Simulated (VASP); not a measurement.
Input of a VASP 6.6.1 run:

Contents of INCAR:

```
PREC     = Accurate       # precision mode
ENCUT    = 520            # plane-wave cutoff, eV
EDIFF    = 1E-6           # SCF threshold, eV
ISMEAR   = 0              # smearing method
SIGMA    = 0.02           # smearing width, eV
LREAL    = Auto         
LASPH    = T              # aspherical terms in the spheres
NELM     = 80             # most SCF steps
ALGO     = Normal         # electronic algorithm
ISIF     = 2              # what is computed and relaxed
LWAVE    = F              # write WAVECAR
LCHARG   = F              # write CHGCAR
GGA      = PE             # functional
NBANDS   = 102            # bands
```

File KPOINTS:

```
Automatic mesh
0
Gamma
  2 2 2
```

The input POSCAR:

```
Zn10S9
1.0
    0.0000000000     -6.6618213955      0.0000000000
    5.7693065640     -3.3309106977      0.0000000000
    0.0000000000     -2.2206071318      9.4492875670
Zn S
10 9
Direct
    0.6669284366      0.6681336756      0.9933050437
    0.3350743618      0.3318222006      0.9933239870
    0.0040588300      0.9999884624      0.9922252798
    0.4444990709      0.6619351837      0.6648630339
    0.1064426721      0.3380704385      0.6648584833
    0.7778831883      0.0000027733      0.6655012831
    0.2172175956      0.6759023735      0.3397812774
    0.8931003298      0.3241112219      0.3397929185
    0.5414892039      1.0000023289      0.3449980728
    0.2870338613     -0.0000218397      0.1326684145
    0.5962404926      0.6513961354      0.2538692979
    0.2476341791      0.3485980469      0.2538771291
    0.8952676199      0.0000032933      0.2535441940
    0.1361782907      0.6692272212      0.5848195391
    0.8053939675      0.3307825609      0.5848274762
    0.4655092839     -0.0000022533      0.5910742964
    0.3634589711      0.6560424477      0.9105565831
    0.0195300075      0.3439214016      0.9105519267
    0.7046973794      0.9999846491      0.9112928291
```

Potentials or basis: VASP PAW PBE potentials, release 64 (Zn, S).

The run is started by

```console
$ cat potpaw_PBE.64/Zn/POTCAR potpaw_PBE.64/S/POTCAR > POTCAR
$ mpirun -np 1 vasp_std > vasp.out
```

Question: What does it give for the band gap on the k mesh?

Answer: 0.86 eV.

Question: What does it give for the pressure?

Answer: 4.0 GPa.

Question: Predict the largest force.

Answer: 0.009 eV/Å.

Forces on the atoms (eV/Å):
```
Zn   0.000  0.000 -0.001
Zn   0.001  0.000 -0.002
Zn   0.000  0.000 -0.001
Zn  -0.002 -0.001  0.002
Zn   0.002 -0.001  0.002
Zn   0.000  0.002  0.002
Zn   0.006 -0.004  0.002
Zn  -0.007 -0.005  0.002
Zn   0.000  0.005  0.003
Zn   0.000  0.001 -0.003
S   -0.002  0.000  0.001
S    0.002  0.000  0.001
S    0.000  0.001 -0.004
S   -0.001  0.002 -0.001
S    0.001  0.002 -0.001
S    0.000  0.001  0.000
S    0.002 -0.003  0.000
S   -0.002 -0.003 -0.001
S    0.000  0.005  0.001
```

Caveat: the k points lie up to 0.56 Å⁻¹ apart.
